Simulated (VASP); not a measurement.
# Fe (P6/mmm) in VASP: relaxation of cell and atoms with BLYP

Aim: the relaxation of cell and atoms of Fe with BLYP.

Program: VASP 6.6.1. These are calculated values, not measurements. Logs are shortened: lines on timing, memory, paths and dates and some standing lists are left out, and cuts for length are marked.

## Step 1: The cell of the first run

It takes space group P6/mmm (No. 191, hexagonal). The conventional cell has a = 4.052 Å, b = 4.052 Å, c = 2.484 Å, α = 90.00°, β = 90.00°, γ = 120.00°. Within 3.3 Å of Fe (site symmetry 6/mmm) lie 14 Fe at 2.48 to 2.65 Å. Within 3.1 Å of Fe (site symmetry -6m2) lie 11 Fe at 2.34 to 2.65 Å.

This isn't the form of Fe at room conditions, which is bcc.

## Step 2: Relaxation of cell and atoms, BLYP, collinear spin, ferromagnetic start

The input, INCAR:

```
  AGGAC = 1.0
  AGGAX = 1.0
  ALDAC = 0.0
  ALDAX = 1.0
  ALGO = Normal
  EDIFF = 1E-6
  EDIFFG = -0.01
  ENCUT = 600
  GGA = B5
  IBRION = 2
  ISIF = 3
  ISMEAR = -1
  ISPIN = 2
  LASPH = T
  LCHARG = F
  LMAXMIX = 4
  LORBIT = 11
  LREAL = F
  LWAVE = F
  MAGMOM = 2.5 2.5 2.5
  NELM = 150
  NSW = 80
  PREC = Accurate
  SIGMA = 0.05
```

The input, KPOINTS:

```
k-points
0
Gamma
  9 9 13
```

The input, POSCAR:

```
Fe
1.0
    4.0524593180      0.0000000000      0.0000000000
   -2.0262296590      3.5095327172      0.0000000000
    0.0000000000      0.0000000000      2.4841575619
Fe
3
Direct
    0.0000000000      0.0000000000      0.0000000000
    0.3333333333      0.6666666667      0.5000000000
    0.6666666667      0.3333333333      0.5000000000
```

Potentials or basis: VASP PAW PBE potentials, release 64 (Fe).

Run with:

```console
cat potpaw_PBE.64/Fe/POTCAR > POTCAR
mpirun -np 1 vasp_std > vasp.out
```

OUTCAR:

```text
EDIFF = 1E-6
   EDIFFG = -0.01
   ENCUT = 600
   GGA = B5
   IBRION = 2
   ISIF = 3
   ISMEAR = -1
   ISPIN = 2
   LASPH = T
   LORBIT = 11
   LREAL = F
   NELM = 150
   NSW = 80
   PREC = Accurate

 ion  position               nearest neighbor table
   1  0.000  0.000  0.000-   2 2.65   3 2.65   2 2.65   3 2.65   3 2.65   3 2.65   2 2.65   2 2.65
                             3 2.65   3 2.65   2 2.65   2 2.65
   2  0.333  0.667  0.500-   3 2.34   3 2.34   3 2.34   1 2.65   1 2.65   1 2.65   1 2.65   1 2.65
                             1 2.65
   3  0.667  0.333  0.500-   2 2.34   2 2.34   2 2.34   1 2.65   1 2.65   1 2.65   1 2.65   1 2.65
                             1 2.65

  LATTYP: Found a hexagonal cell.
 ALAT       =     4.0524593180
 C/A-ratio  =     0.6130000000

  Lattice vectors:

 A1 = (   4.0524593180,   0.0000000000,   0.0000000000)
 A2 = (  -2.0262296590,   3.5095327172,   0.0000000000)
 A3 = (   0.0000000000,   0.0000000000,   2.4841575619)

Analysis of symmetry for initial positions (statically):
=====================================================================
 Subroutine PRICEL returns:
 Original cell was already a primitive cell.

 Routine SETGRP: Setting up the symmetry group for a
 hexagonal supercell.

 Subroutine GETGRP returns: Found 24 space group operations
 (whereof 24 operations were pure point group operations)
 out of a pool of 24 trial point group operations.

The static configuration has the point symmetry D_6h.

Analysis of symmetry for dynamics (positions and initial velocities):
=====================================================================
 Subroutine PRICEL returns:
 Original cell was already a primitive cell.

 Routine SETGRP: Setting up the symmetry group for a
 hexagonal supercell.

 Subroutine GETGRP returns: Found 24 space group operations
 (whereof 24 operations were pure point group operations)
 out of a pool of 24 trial point group operations.

The dynamic configuration has the point symmetry D_6h.

Analysis of structural, dynamic, and magnetic symmetry:
=====================================================================
 Subroutine PRICEL returns:
 Original cell was already a primitive cell.

 Routine SETGRP: Setting up the symmetry group for a
 hexagonal supercell.

 Subroutine GETGRP returns: Found 24 space group operations
 (whereof 24 operations were pure point group operations)
 out of a pool of 24 trial point group operations.

The overall configuration has the point symmetry D_6h.

 Subroutine INISYM returns: Found 24 space group operations
 (whereof 24 operations are pure point group operations),
 and found     1 'primitive' translations

----------------------------------------------------------------------------------------

                                     Primitive cell

  volume of cell :      35.3303

  direct lattice vectors                    reciprocal lattice vectors
     4.052459318  0.000000000  0.000000000     0.246763736  0.142469109  0.000000000
    -2.026229659  3.509532717  0.000000000     0.000000000  0.284938218  0.000000000
     0.000000000  0.000000000  2.484157562     0.000000000  0.000000000  0.402550955

  length of vectors
     4.052459318  4.052459318  2.484157562     0.284938218  0.284938218  0.402550955

  position of ions in fractional coordinates (direct lattice)
     0.000000000  0.000000000  0.000000000
     0.333333333  0.666666667  0.500000000
     0.666666667  0.333333333  0.500000000

  ion indices of the primitive-cell ions
   primitive index   ion index
                 1           1
                 2           2
                 3           3

----------------------------------------------------------------------------------------

 KPOINTS: k-points

Automatic generation of k-mesh.
 Grid dimensions read from file:
 generate k-points for:    9    9   13

 Generating k-lattice:

  Cartesian coordinates                     Fractional coordinates (reciprocal lattice)
     0.027418193  0.015829901  0.000000000     0.111111111  0.000000000  0.000000000
     0.000000000  0.031659802  0.000000000     0.000000000  0.111111111  0.000000000
     0.000000000  0.000000000  0.030965458     0.000000000  0.000000000  0.076923077

  Length of vectors
     0.031659802  0.031659802  0.030965458

  Shift w.r.t. Gamma in fractional coordinates (k-lattice)
     0.000000000  0.000000000  0.000000000

 Subroutine IBZKPT returns following result:
 ===========================================

 Found     84 irreducible k-points:

 Following reciprocal coordinates:
            Coordinates               Weight
  0.000000  0.000000  0.000000      1.000000
  0.111111 -0.000000  0.000000      6.000000
  0.222222  0.000000  0.000000      6.000000
  0.333333  0.000000  0.000000      6.000000
  0.444444  0.000000  0.000000      6.000000
  0.111111  0.111111  0.000000      6.000000
[... 16 lines left out ...]
  0.333333  0.222222  0.076923     24.000000
  0.333333  0.333333  0.076923      4.000000
 [... further k-points ...]
   k-points           NKPTS =     84   k-points in BZ     NKDIM =     84   number of bands    NBANDS=     20
   number of dos      NEDOS =    301   number of ions     NIONS =      3
   total plane-waves  NPLWV =  20480
   dimension x,y,z NGX =    32 NGY =   32 NGZ =   20
   dimension x,y,z NGXF=    64 NGYF=   64 NGZF=   40
   ions per type =               3
   NGX,Y,Z   is equivalent  to a cutoff of  13.13, 13.13, 13.38 a.u.
   NGXF,Y,Z  is equivalent  to a cutoff of  26.26, 26.26, 26.77 a.u.
 SYSTEM =  unknown system
   PREC   = accura    normal or accurate (medium, high low for compatibility)
   ISTART =      0    job   : 0-new  1-cont  2-samecut
   ICHARG =      2    charge: 1-file 2-atom 10-const
   ISPIN  =      2    spin polarized calculation?
   LNONCOLLINEAR =      F non collinear calculations
   LSORBIT =      F    spin-orbit coupling
   LASPH  =      T    aspherical Exc in radial PAW
   ENCUT  =  600.0 eV  44.10 Ry    6.64 a.u.   8.09  8.09  4.96*2*pi/ulx,y,z
   NELM   =    150;   NELMIN=  2; NELMDL= -5     # of ELM steps
   EDIFF  = 0.1E-05   stopping-criterion for ELM
   LREAL  =      F    real-space projection
   EDIFFG = -.1E-01   stopping-criterion for IOM
   NSW    =     80    number of steps for IOM
   IBRION =      2    ionic relax: 0-MD 1-quasi-New 2-CG
   NFREE  =      1    steps in history (QN), initial steepest desc. (CG)
   ISIF   =      3    stress and relaxation
   ISYM   =      2    0-nonsym 1-usesym 2-fastsym
   POTIM  = 0.5000    time-step for ionic-motion
   TEBEG  =    0.0;   TEEND  =   0.0 temperature during run
   PSTRESS=    0.0 pullay stress
   NELECT =      24.0000    total number of electrons
   NUPDOWN=      -1.0000    fix difference up-down
   EMIN   =  10.00;   EMAX   =-10.00  energy-range for DOS
   EFERMI =   0.00;   METHOD = LEGACY
   ISMEAR =    -1;   SIGMA  =   0.05  broadening in eV -4-tet -1-fermi 0-gaus
   EFERMI_NEDOS =   21; number of points for ismear=-14 and -15
   IALGO  =     38    algorithm
   IMIX   =      4    mixing-type and parameters
     AMIX     =   0.40;   BMIX     =  1.00
     AMIX_MAG =   1.60;   BMIX_MAG =  1.00
  volume/ion in A,a.u.               =      11.78        79.47
  Fermi-wavevector in a.u.,A,eV,Ry     =   1.439117  2.719537 28.178465  2.071059
  Thomas-Fermi vector in A             =   2.558009
   LORBIT       =     11    0 simple, 1 ext, 2 COOP (PROOUT), +10 PAW based schemes
   GGA     = B5    functional components
   LHFCALC =     F    Hartree Fock is set to
   AEXX    =    0.0000 exact exchange contribution
   IVDW    =     0    specifies the selected vdW correction
   LEPSILON=     F    determine dielectric tensor
   LRPA    =     F    only Hartree local field effects (RPA)
 conjugate gradient relaxation of ions
 spin polarized calculation
  energy-cutoff  :      600.00
  volume of cell :       35.33
 maximum number of plane-waves:      1196
   NGX = 17   NGY = 17   NGZ =  9

--------------------------------------- Ionic step        1  -------------------------------------------

 number of electron      24.0000008 magnetization       3.5275039

 Free energy of the ion-electron system (eV)
  ---------------------------------------------------
  ext. energy  EPLUGINS =         0.00000000
  ---------------------------------------------------
  free energy    TOTEN  =       -20.66695166 eV

  energy without entropy =      -20.60539212  energy(sigma->0) =      -20.63617189

------------------------ aborting loop because EDIFF is reached ----------------------------------------

  FORCE on cell =-STRESS in cart. coord.  units (eV):
  Direction    XX          YY          ZZ          XY          YZ          ZX
  --------------------------------------------------------------------------------------
  -------------------------------------------------------------------------------------
  Total       -1.9975910     -1.9975910     -2.2908774      0.0000000     -0.0000000     -0.0000000
  in kB      -90.5878711    -90.5878711   -103.8879851      0.0000000     -0.0000000     -0.0000000
  external PRESSURE =     -95.0212424 kB  Pullay stress =       0.0000000 kB
[... 283 lines left out ...]
--------------------------------------- Ionic step        9  -------------------------------------------

 number of electron      23.9999995 magnetization       1.5083581

 Free energy of the ion-electron system (eV)
  ---------------------------------------------------
  ext. energy  EPLUGINS =         0.00000000
  ---------------------------------------------------
  free energy    TOTEN  =       -21.04331977 eV

  energy without entropy =      -21.01491098  energy(sigma->0) =      -21.02911537

 E-fermi :   6.2843     XC(G=0): -12.4507

 val. band max:        6.2827251550   @ k =   0.3333   0.2222   0.0000
 cond. band min:       6.2846254755   @ k =   0.3333   0.2222   0.2308
 fundamental gap:      0.0019003205
 Fermi energy:         6.2843316097

 spin component 1

 k-point     1 :       0.0000    0.0000    0.0000
  band No.  band energies     occupation
      1      -1.9474      1.00000
      2       2.3213      1.00000
      3       3.4497      1.00000
      4       3.4497      1.00000
      5       3.5827      1.00000
      6       3.7179      1.00000
[... 541 lines left out ...]
     19      18.4256      0.00000
     20      18.4973      0.00000

 [... further k-points ...]

 spin component 2

 k-point     1 :       0.0000    0.0000    0.0000
  band No.  band energies     occupation
      1      -1.8796      1.00000
      2       2.3839      1.00000
      3       3.4577      1.00000
      4       3.4577      1.00000
      5       4.3734      1.00000
      6       4.3734      1.00000
[... 541 lines left out ...]
     19      18.5639      0.00000
     20      18.6927      0.00000

 [... further k-points ...]

------------------------ aborting loop because EDIFF is reached ----------------------------------------

  FORCE on cell =-STRESS in cart. coord.  units (eV):
  Direction    XX          YY          ZZ          XY          YZ          ZX
  --------------------------------------------------------------------------------------
  -------------------------------------------------------------------------------------
  Total       -0.0074868     -0.0074868     -0.0142599      0.0000000      0.0000000      0.0000000
  in kB       -0.3482070     -0.3482070     -0.6632199      0.0000000      0.0000000      0.0000000
  external PRESSURE =      -0.4532113 kB  Pullay stress =       0.0000000 kB
[... 18 lines left out ...]
  FREE ENERGIE OF THE ION-ELECTRON SYSTEM (eV)
  ---------------------------------------------------
  free  energy   TOTEN  =       -21.0433197655 eV

  energy  without entropy=      -21.0149109808  energy(sigma->0) =      -21.02911537

 reached required accuracy - stopping structural energy minimisation

 total charge

# of ion       s       p       d       tot
------------------------------------------
    1        0.468   0.503   6.257   7.228
    2        0.502   0.523   6.317   7.341
    3        0.502   0.523   6.317   7.341
--------------------------------------------------
tot          1.472   1.548  18.891  21.910

 magnetization (x)

# of ion       s       p       d       tot
------------------------------------------
    1       -0.023  -0.034  -1.749  -1.806
    2        0.012   0.018   1.613   1.643
    3        0.012   0.018   1.613   1.643
--------------------------------------------------
tot          0.001   0.002   1.476   1.480
```

It took 9.6 min on 1 thread of AMD EPYC 9R45 (Zen 5), shared host; peak memory 0.22 GiB.

Results:

| Quantity | Value |
| --- | --- |
| Free energy | -21.0433 eV |
| Relaxed volume | 11.48 Å³/atom |
| Relaxed cell | a = 4.044 Å, b = 4.044 Å, c = 2.432 Å, α = 90.00°, β = 90.00°, γ = 120.00° |
| Space group after relaxing (to 0.1 Å) | P6/mmm (No. 191) |
| Energy gained by relaxing | 125.5 meV/atom |
| Ionic steps | 9 |
| Pressure after relaxing | 0.0 GPa |
| Net moment | 1.51 μB per cell |
| Site moments | Fe -1.81, +1.64 (each value once) μB |
| Valence electrons inside the program's atomic spheres | Fe 7.23, 7.34 (each value once) |

Step by step:
```csv
step,energy change (eV),largest force (eV/Å),pressure (GPa),volume (Å³)
1,0.0000,0.0000,-9.50,35.33
2,-0.2710,0.0000,14.29,31.88
3,-0.3659,0.0000,2.30,33.83
4,-0.3684,0.0000,1.04,34.09
5,-0.3689,0.0000,0.27,34.26
6,-0.3746,0.0000,1.63,34.08
7,-0.3748,0.0000,1.35,34.11
8,-0.3763,0.0000,-0.19,34.49
9,-0.3764,0.0000,-0.05,34.45
```

Final structure:
```yaml
crystal:
  lattice:
    - [4.04402, 0.00000, 0.00000]
    - [-2.02201, 3.50222, 0.00000]
    - [0.00000, 0.00000, 2.43226]
  atoms:
    - { symbol: Fe, position: [0.00000, 0.00000, 0.00000] }
    - { symbol: Fe, position: [0.33333, 0.66667, 0.50000] }
    - { symbol: Fe, position: [0.66667, 0.33333, 0.50000] }
```

Caveat: the PAW data sets were made with another functional, which shifts forces and pressure a little.
